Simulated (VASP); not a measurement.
A run of VASP 6.6.1:

INCAR

```
SYSTEM = Te
PREC = Accurate
ENCUT = 520
EDIFF = 1E-6
ISMEAR = -1
SIGMA = 0.05
LREAL = .False.
LASPH = .True.
NELM = 100
ALGO = Normal
ISIF = 2
LWAVE = .False.
LCHARG = .True.
GGA = PE
LELF = .True.
LVHAR = .True.
NBANDS = 20
```

The input KPOINTS:

```
regular mesh
0
Gamma
  5 4 9
  0 0 0
```

File POSCAR:

```
Te
1.0
    5.4343163656      0.0000000000      0.0000000000
    0.0000000000      8.3131680616      0.0000000000
    0.0000000000      0.0000000000      3.0596441610
Te
4
Direct
    0.3107647500      0.3930730700      0.7638832400
    0.1892352500      0.8930730700      0.2361167600
    0.6892352500      0.6069269300      0.7638832400
    0.8107647500      0.1069269300      0.2361167600
```

Potentials or basis: VASP PAW PBE potentials, release 64 (Te).

The run is started by

```sh
$ cat potpaw_PBE.64/Te/POTCAR > POTCAR
$ mpirun -np 1 vasp_std > vasp.out
```

Hardware: 1 thread of Intel(R) Xeon(R) Platinum 8375C CPU @ 2.90GHz (Ice Lake) (shared host).

Problem. Estimate the wall time of this run.

Solution. Run time: 56 s on 1 thread of Intel(R) Xeon(R) Platinum 8375C CPU @ 2.90GHz (Ice Lake), with other jobs on the host, peak memory 0.28 GiB. Counts: scf iterations 13, k points 45.
